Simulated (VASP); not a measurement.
# Au (Pm-3n) in VASP: a series of runs

Runs on Au. Level: r2SCAN. Tasks: single point.

Program: VASP 6.6.1. These are calculated values, not measurements. Logs are shortened: lines on timing, memory, paths and dates and some standing lists are left out, and cuts for length are marked.

### 1 The cell of the first run

The structure is cubic, space group Pm-3n (No. 223). Conventional cell: a = 5.279 Å, b = 5.279 Å, c = 5.279 Å, α = 90.00°, β = 90.00°, γ = 90.00°. Au (site symmetry m-3) has 12 Au at 2.95 Å within 3.9 Å. Within 3.5 Å of Au (site symmetry -4m2) lie 14 Au at 2.64 to 3.23 Å.

### 2 Single point, r2SCAN

Contents of POSCAR:

```
Au
1.0
    5.2790342348      0.0000000000      0.0000000000
    0.0000000000      5.2790342348      0.0000000000
    0.0000000000      0.0000000000      5.2790342348
Au
8
Direct
    0.5000000000      0.5000000000      0.5000000000
    0.0000000000      0.0000000000      0.0000000000
    0.2500000000      0.0000000000      0.5000000000
    0.5000000000      0.2500000000      0.0000000000
    0.5000000000      0.7500000000      0.0000000000
    0.7500000000      0.0000000000      0.5000000000
    0.0000000000      0.5000000000      0.7500000000
    0.0000000000      0.5000000000      0.2500000000
```

Contents of INCAR.step1:

```
SYSTEM = Au
PREC = Accurate ; ENCUT = 520
ISMEAR = 0 ; SIGMA = 0.1
LREAL = .FALSE. ; LASPH = .TRUE.
NELM = 80 ; NBANDS = 54
GGA = PE ; ALGO = Normal
EDIFF = 1E-4 ; LWAVE = .TRUE.
LCHARG = .FALSE.
```

Contents of INCAR.step2:

```
SYSTEM = Au
PREC = Accurate ; ENCUT = 520
EDIFF = 1E-7 ; ISMEAR = 0
SIGMA = 0.1 ; LREAL = .FALSE.
LASPH = .TRUE. ; NELM = 80
ALGO = Normal ; ISIF = 2
LWAVE = .FALSE. ; LCHARG = .FALSE.
METAGGA = R2SCAN ; LMIXTAU = .TRUE.
NBANDS = 54 ; ISTART = 1
```

Contents of KPOINTS:

```
regular mesh
0
G
  4 4 4
  0 0 0
```

Potentials or basis: VASP PAW PBE potentials, release 64 (Au).

Launch:

```bash
> cat potpaw_PBE.64/Au/POTCAR > POTCAR
> cp INCAR.step1 INCAR
> mpirun -np 1 vasp_std > vasp.out
> cp INCAR.step2 INCAR
> mpirun -np 1 vasp_std > vasp.out
```

OUTCAR:

```text
SYSTEM = Au
   PREC = Accurate
   ENCUT = 520
   EDIFF = 1E-7
   ISMEAR = 0
   LREAL = .FALSE.
   LASPH = .TRUE.
   NELM = 80
   ISIF = 2
   METAGGA = R2SCAN
   ISTART = 1

 ion  position               nearest neighbor table
   1  0.500  0.500  0.500-   3 2.95   4 2.95   5 2.95   6 2.95   7 2.95   8 2.95   4 2.95   5 2.95
                             3 2.95   6 2.95   7 2.95   8 2.95
   2  0.000  0.000  0.000-   3 2.95   4 2.95   5 2.95   6 2.95   7 2.95   8 2.95   3 2.95   6 2.95
                             7 2.95   8 2.95   4 2.95   5 2.95
   3  0.250  0.000  0.500-   6 2.64   6 2.64   1 2.95   2 2.95   1 2.95   2 2.95   8 3.23   7 3.23
                             8 3.23   7 3.23   4 3.23   5 3.23   4 3.23   5 3.23
   4  0.500  0.250  0.000-   5 2.64   5 2.64   1 2.95   1 2.95   2 2.95   2 2.95   8 3.23   7 3.23
                             7 3.23   8 3.23   6 3.23   3 3.23   3 3.23   6 3.23
   5  0.500  0.750  0.000-   4 2.64   4 2.64   1 2.95   1 2.95   2 2.95   2 2.95   8 3.23   7 3.23
                             7 3.23   8 3.23   6 3.23   3 3.23   3 3.23   6 3.23
   6  0.750  0.000  0.500-   3 2.64   3 2.64   1 2.95   2 2.95   1 2.95   2 2.95   8 3.23   7 3.23
                             8 3.23   7 3.23   5 3.23   4 3.23   4 3.23   5 3.23
   7  0.000  0.500  0.750-   8 2.64   8 2.64   1 2.95   2 2.95   2 2.95   1 2.95   3 3.23   4 3.23
                             5 3.23   3 3.23   6 3.23   6 3.23   4 3.23   5 3.23
   8  0.000  0.500  0.250-   7 2.64   7 2.64   1 2.95   2 2.95   2 2.95   1 2.95   3 3.23   4 3.23
                             5 3.23   3 3.23   6 3.23   6 3.23   4 3.23   5 3.23

  LATTYP: Found a simple cubic cell.
 ALAT       =     5.2790342348

  Lattice vectors:

 A1 = (   5.2790342348,   0.0000000000,   0.0000000000)
 A2 = (   0.0000000000,   5.2790342348,   0.0000000000)
 A3 = (   0.0000000000,   0.0000000000,   5.2790342348)

Analysis of symmetry for initial positions (statically):
=====================================================================
 Subroutine PRICEL returns:
 Original cell was already a primitive cell.

 Routine SETGRP: Setting up the symmetry group for a
 simple cubic supercell.

 Subroutine GETGRP returns: Found 48 space group operations
 (whereof 24 operations were pure point group operations)
 out of a pool of 48 trial point group operations.

The static configuration has the point symmetry T_h .
 The point group associated with its full space group is O_h .

Analysis of symmetry for dynamics (positions and initial velocities):
=====================================================================
 Subroutine PRICEL returns:
 Original cell was already a primitive cell.

 Routine SETGRP: Setting up the symmetry group for a
 simple cubic supercell.

 Subroutine GETGRP returns: Found 48 space group operations
 (whereof 24 operations were pure point group operations)
 out of a pool of 48 trial point group operations.

The dynamic configuration has the point symmetry T_h .
 The point group associated with its full space group is O_h .

 Subroutine INISYM returns: Found 48 space group operations
 (whereof 24 operations are pure point group operations),
 and found     1 'primitive' translations

----------------------------------------------------------------------------------------

                                     Primitive cell

  volume of cell :     147.1172

  direct lattice vectors                    reciprocal lattice vectors
     5.279034235  0.000000000  0.000000000     0.189428588  0.000000000  0.000000000
     0.000000000  5.279034235  0.000000000     0.000000000  0.189428588  0.000000000
     0.000000000  0.000000000  5.279034235     0.000000000  0.000000000  0.189428588

  length of vectors
     5.279034235  5.279034235  5.279034235     0.189428588  0.189428588  0.189428588

  position of ions in fractional coordinates (direct lattice)
     0.500000000  0.500000000  0.500000000
     0.000000000  0.000000000  0.000000000
     0.250000000  0.000000000  0.500000000
     0.500000000  0.250000000  0.000000000
     0.500000000  0.750000000  0.000000000
     0.750000000  0.000000000  0.500000000
     0.000000000  0.500000000  0.750000000
     0.000000000  0.500000000  0.250000000

  ion indices of the primitive-cell ions
   primitive index   ion index
                 1           1
                 2           2
                 3           3
                 4           4
                 5           5
                 6           6
                 7           7
                 8           8

----------------------------------------------------------------------------------------

 KPOINTS: regular mesh

Automatic generation of k-mesh.
 Grid dimensions read from file:
 generate k-points for:    4    4    4

 Generating k-lattice:

  Cartesian coordinates                     Fractional coordinates (reciprocal lattice)
     0.047357147  0.000000000  0.000000000     0.250000000  0.000000000  0.000000000
     0.000000000  0.047357147  0.000000000     0.000000000  0.250000000  0.000000000
     0.000000000  0.000000000  0.047357147     0.000000000  0.000000000  0.250000000

  Length of vectors
     0.047357147  0.047357147  0.047357147

  Shift w.r.t. Gamma in fractional coordinates (k-lattice)
     0.000000000  0.000000000  0.000000000

 Subroutine IBZKPT returns following result:
 ===========================================

 Found     10 irreducible k-points:

 Following reciprocal coordinates:
            Coordinates               Weight
  0.000000  0.000000  0.000000      1.000000
  0.250000  0.000000  0.000000      6.000000
  0.500000  0.000000  0.000000      3.000000
  0.250000  0.250000  0.000000     12.000000
  0.500000  0.250000  0.000000     12.000000
  0.500000  0.500000  0.000000      3.000000
  0.250000  0.250000  0.250000      8.000000
  0.500000  0.250000  0.250000     12.000000
  0.500000  0.500000  0.250000      6.000000
  0.500000  0.500000  0.500000      1.000000
   k-points           NKPTS =     10   k-points in BZ     NKDIM =     10   number of bands    NBANDS=     54
   number of dos      NEDOS =    301   number of ions     NIONS =      8
   total plane-waves  NPLWV =  64000
   dimension x,y,z NGX =    40 NGY =   40 NGZ =   40
   dimension x,y,z NGXF=    80 NGYF=   80 NGZF=   80
   ions per type =               8
   NGX,Y,Z   is equivalent  to a cutoff of  12.60, 12.60, 12.60 a.u.
   NGXF,Y,Z  is equivalent  to a cutoff of  25.19, 25.19, 25.19 a.u.
 SYSTEM =  Au
   PREC   = accura    normal or accurate (medium, high low for compatibility)
   ISTART =      1    job   : 0-new  1-cont  2-samecut
   ICHARG =      0    charge: 1-file 2-atom 10-const
   ISPIN  =      1    spin polarized calculation?
   LNONCOLLINEAR =      F non collinear calculations
   LSORBIT =      F    spin-orbit coupling
   LASPH  =      T    aspherical Exc in radial PAW
   ENCUT  =  520.0 eV  38.22 Ry    6.18 a.u.   9.82  9.82  9.82*2*pi/ulx,y,z
   NELM   =     80;   NELMIN=  2; NELMDL=  0     # of ELM steps
   EDIFF  = 0.1E-06   stopping-criterion for ELM
   LREAL  =      F    real-space projection
   EDIFFG = 0.1E-05   stopping-criterion for IOM
   NSW    =      0    number of steps for IOM
   IBRION =     -1    ionic relax: 0-MD 1-quasi-New 2-CG
   NFREE  =      0    steps in history (QN), initial steepest desc. (CG)
   ISIF   =      2    stress and relaxation
   ISYM   =      2    0-nonsym 1-usesym 2-fastsym
   POTIM  = 0.5000    time-step for ionic-motion
   TEBEG  =    0.0;   TEEND  =   0.0 temperature during run
   PSTRESS=    0.0 pullay stress
   NELECT =      88.0000    total number of electrons
   NUPDOWN=      -1.0000    fix difference up-down
   EMIN   =  10.00;   EMAX   =-10.00  energy-range for DOS
   EFERMI =   0.00;   METHOD = LEGACY
   ISMEAR =     0;   SIGMA  =   0.10  broadening in eV -4-tet -1-fermi 0-gaus
   EFERMI_NEDOS =   21; number of points for ismear=-14 and -15
   IALGO  =     38    algorithm
   IMIX   =      4    mixing-type and parameters
     AMIX     =   0.40;   BMIX     =  1.00
     AMIX_MAG =   1.60;   BMIX_MAG =  1.00
  volume/ion in A,a.u.               =      18.39       124.10
  Fermi-wavevector in a.u.,A,eV,Ry     =   1.379371  2.606634 25.887338  1.902666
  Thomas-Fermi vector in A             =   2.504347
   LORBIT       =      0    0 simple, 1 ext, 2 COOP (PROOUT), +10 PAW based schemes
   METAGGA = R2SCAN    functional components
   LHFCALC =     F    Hartree Fock is set to
   AEXX    =    0.0000 exact exchange contribution
   IVDW    =     0    specifies the selected vdW correction
   LEPSILON=     F    determine dielectric tensor
   LRPA    =     F    only Hartree local field effects (RPA)
 non-spin polarized calculation
 Gauss-broadening in eV      SIGMA  =   0.10
  energy-cutoff  :      520.00
  volume of cell :      147.12
 maximum number of plane-waves:      3984
 NGX is ok and might be reduce to    40
   NGX = 19   NGY = 19   NGZ = 19

 number of electron      88.0000020 magnetization

 Free energy of the ion-electron system (eV)
  ---------------------------------------------------
  ext. energy  EPLUGINS =         0.00000000
  ---------------------------------------------------
  free energy    TOTEN  =      -404.01447190 eV

  energy without entropy =     -404.01113029  energy(sigma->0) =     -404.01280110

 E-fermi :   7.9842     XC(G=0): -13.0628

 val. band max:        7.9155430050   @ k =   0.5000   0.5000   0.2500
 cond. band min:       8.6276512210   @ k =   0.5000   0.5000   0.2500
 fundamental gap:      0.7121082160
 Fermi energy:         7.9841694200

 k-point     1 :       0.0000    0.0000    0.0000
  band No.  band energies     occupation
      1      -1.2030      2.00000
      2       0.8533      2.00000
      3       0.8533      2.00000
      4       1.8865      2.00000
      5       1.9499      2.00000
      6       2.1482      2.00000
[... 46 lines left out ...]
     53      14.2112      0.00000
     54      15.0072      0.00000
[... 511 lines left out ...]
     53      17.4226      0.00000
     54      17.4226      0.00000

------------------------ aborting loop because EDIFF is reached ----------------------------------------

  FORCE on cell =-STRESS in cart. coord.  units (eV):
  Direction    XX          YY          ZZ          XY          YZ          ZX
  --------------------------------------------------------------------------------------
  -------------------------------------------------------------------------------------
  Total       -1.5925654     -1.5925654     -1.5925654      0.0000000      0.0000000     -0.0000000
  in kB      -17.3438064    -17.3438064    -17.3438064      0.0000000      0.0000000     -0.0000000
  external PRESSURE =     -17.3438064 kB  Pullay stress =       0.0000000 kB

 VOLUME and BASIS-vectors are now :
 -----------------------------------------------------------------------------
  energy-cutoff  :      520.00
  volume of cell :      147.12
      direct lattice vectors                 reciprocal lattice vectors
     5.279034235  0.000000000  0.000000000     0.189428588  0.000000000  0.000000000
     0.000000000  5.279034235  0.000000000     0.000000000  0.189428588  0.000000000
     0.000000000  0.000000000  5.279034235     0.000000000  0.000000000  0.189428588

 POSITION                                       TOTAL-FORCE (eV/Angst)
 -----------------------------------------------------------------------------------
      2.63952      2.63952      2.63952         0.000000     -0.000000      0.000000
      0.00000      0.00000      0.00000         0.000000     -0.000000      0.000000
      1.31976      0.00000      2.63952         0.000000     -0.000000      0.000000
      2.63952      1.31976      0.00000        -0.000000      0.000000     -0.000000
      2.63952      3.95928      0.00000         0.000000     -0.000000     -0.000000
      3.95928      0.00000      2.63952        -0.000000      0.000000     -0.000000
      0.00000      2.63952      3.95928        -0.000000      0.000000     -0.000000
      0.00000      2.63952      1.31976         0.000000     -0.000000      0.000000
 -----------------------------------------------------------------------------------
    total drift:                               -0.000000     -0.000000      0.000000

  FREE ENERGIE OF THE ION-ELECTRON SYSTEM (eV)
  ---------------------------------------------------
  free  energy   TOTEN  =      -404.0144719025 eV

  energy  without entropy=     -404.0111302903  energy(sigma->0) =     -404.01280110
```

Run time: 6.6 min. Hardware: 1 thread of Oxide Virtual Turin-like, shared host; peak memory 0.24 GiB.

What came out:

| Item | Value |
| --- | --- |
| Free energy | -404.0145 eV |
| Pressure | -1.7 GPa |
| Band gap on the k mesh | zero (band 44 reaches 9.09 eV, above the bottom of band 45 at 6.77 eV) |

Caveat: the PAW data sets were made with another functional, which shifts forces and pressure a little; spin-orbit coupling is left out, which moves the levels of the heavy elements.

### 3 Single point, r2SCAN

This run uses another cell than the first one, of 18.17 Å³/atom, 0.988 times its volume.

POSCAR: that of step 2 with these lines changed.

```diff
@@ -2,5 +2,5 @@
 1.0
-    5.2790342348      0.0000000000      0.0000000000
-    0.0000000000      5.2790342348      0.0000000000
-    0.0000000000      0.0000000000      5.2790342348
+    5.2580870510      0.0000000000      0.0000000000
+    0.0000000000      5.2580870510      0.0000000000
+    0.0000000000      0.0000000000      5.2580870510
 Au
```

Contents of INCAR.step1:

```
ALGO = Normal
EDIFF = 1E-4
ENCUT = 520
GGA = PE
ISMEAR = 0
LASPH = True
LCHARG = False
LREAL = False
LWAVE = True
NBANDS = 54
NELM = 100
PREC = Accurate
SIGMA = 0.1
```

Contents of INCAR.step2:

```
ALGO = Normal
EDIFF = 1E-7
ENCUT = 520
ISIF = 2
ISMEAR = 0
ISTART = 1
LASPH = True
LCHARG = False
LMIXTAU = True
LREAL = False
LWAVE = False
METAGGA = R2SCAN
NBANDS = 54
NELM = 100
PREC = Accurate
SIGMA = 0.1
```

Contents of KPOINTS:

```
k-points
0
Gamma
  8 8 8
```

Potentials or basis: VASP PAW PBE potentials, release 64 (Au).

Launch:

```bash
> cat potpaw_PBE.64/Au/POTCAR > POTCAR
> cp INCAR.step1 INCAR
> mpirun -np 1 vasp_std > vasp.out
> cp INCAR.step2 INCAR
> mpirun -np 1 vasp_std > vasp.out
```

Run time: 22 min. Hardware: 1 thread of Oxide Virtual Turin-like, shared host; peak memory 0.33 GiB.

It converged, with:

```yaml
Free_energy: -403.7473 eV
Pressure: 0.2 GPa
Band_gap_on_the_k_mesh: zero (band 44 reaches 9.30 eV, above the bottom of band 45 at 6.94 eV)
```

Levels at points of the mesh, in eV from the Fermi level:
```tsv
k point	band 41	band 42	band 43	band 44	band 45	band 46	band 47	band 48
(0.00, 0.00, 0.00)	-2.09	0.57	0.57	0.57	0.94	0.94	1.07	4.57
(0.50, 0.00, 0.00)	-1.68	-1.68	0.96	0.96	1.36	1.36	1.94	1.94
(0.50, 0.50, 0.00)	-2.12	-1.96	-1.96	-1.54	1.35	1.54	3.28	3.28
(0.50, 0.50, 0.50)	-1.38	-1.38	-1.38	-1.38	-1.38	-1.38	-1.01	-1.01
```

Caveat: the PAW data sets were made with another functional, which shifts forces and pressure a little; spin-orbit coupling is left out, which moves the levels of the heavy elements.
